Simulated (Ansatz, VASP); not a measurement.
# NbSi in VASP and in Ansatz

INCAR

```
  PREC = Accurate
  ENCUT = 520
  EDIFF = 1E-6
  ISMEAR = -1
  SIGMA = 0.1
  LREAL = F
  LASPH = T
  NELM = 60
  ALGO = Normal
  ISIF = 2
  LWAVE = F
  LCHARG = T
  LELF = T
  LVHAR = T
  NBANDS = 16
```

Contents of KPOINTS:

```
Automatic mesh
0
Gamma
  14 14 14
```

Contents of POSCAR:

```
NbSi
1.0
    3.0026685812      0.0000000000      0.0000000000
    0.0000000000      3.0026685812      0.0000000000
    0.0000000000      0.0000000000      3.0026685812
Nb Si
1 1
Direct
    0.0000000000      0.0000000000      0.0000000000
    0.5000000000      0.5000000000      0.5000000000
```

Input for Ansatz:

```yaml
crystal:
  lattice:
    - [3.0026685812, 0.0, 0.0]
    - [0.0, 3.0026685812, 0.0]
    - [0.0, 0.0, 3.0026685812]
  atoms:
    - { symbol: Nb, position: [0.0, 0.0, 0.0] }
    - { symbol: Si, position: [0.5, 0.5, 0.5] }
kpoints:
  mp_grid: { grid: [14, 14, 14] }
scf:
  occupations: { method: fermi_dirac, width: 0.1 }
hamiltonian:
  xc: lda
  pseudopotentials: { kind: paw }
output:
  forces: true
  stress: true
  eigenvalues: true
  populations: true
```

Change from the starting cell: volume scaled by 0.9, PAW files.

Alike in both runs: task single point; functional LDA; k mesh 14 × 14 × 14; occupations fermi-dirac, width 0.1 eV; no spin polarisation.

|  | VASP | Ansatz |
| --- | --- | --- |
| version | VASP 6.6.1 | Ansatz 0.2.0 |
| potentials or method | VASP PAW LDA potentials, release 64 (Nb_sv, Si) | PAW with Ansatz's default frozen-core files, scalar-relativistic |
| plane-wave cutoff (eV) | 520 | 420 |
| valence electrons in the cell | 17 | 17 |

```csv
,VASP,Ansatz,Ansatz less VASP
pressure (GPa),24.6,24.6,-0.08
```

LDA's correlation is that of Perdew and Zunger in VASP and of Perdew and Wang (1992) in Ansatz.
